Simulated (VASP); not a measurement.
Cd2S:

```
Cd S
1.0
     4.04039    0.00000    0.00000
    -2.02019    3.49908    0.00000
     0.00000    0.00000    5.92313
Cd S
2 1
Direct
  0.33333 0.66667 0.93272
  0.66667 0.33333 0.57873
  0.33333 0.66667 0.36571
```

Base run:

| Property | Result |
| --- | --- |
| Program | VASP 6.6.1 |
| Functional | PBEsol |
| Potentials or basis | VASP PAW PBE potentials, release 64 (Cd, S) |
| Cutoff | 520 eV |
| k mesh | 8 × 8 × 5 |
| Occupations | fermi-dirac, width 0.05 eV |
| Spin | no spin polarisation |

Its results: band gap on the k mesh 0.28 eV, indirect (least direct gap 0.57 eV); pressure -4.6 GPa; largest force 0.319 eV/Å.

Problem. The run is repeated on the same cell with these changes: k mesh from 8 × 8 × 5 to 7 × 7 × 4; further incar settings from ALGO = Normal; EDIFF = 1e-06; NBANDS = 22 to ALGO = Normal; EDIFF = 1e-07; NBANDS = 22. What comes out?

Solution. Band gap on the k mesh 0.47 eV, indirect (least direct gap 0.73 eV); pressure -4.7 GPa; largest force 0.301 eV/Å.

Caveats: the PAW data sets were made with another functional, which shifts forces and pressure a little.

A k mesh can miss the band edges.
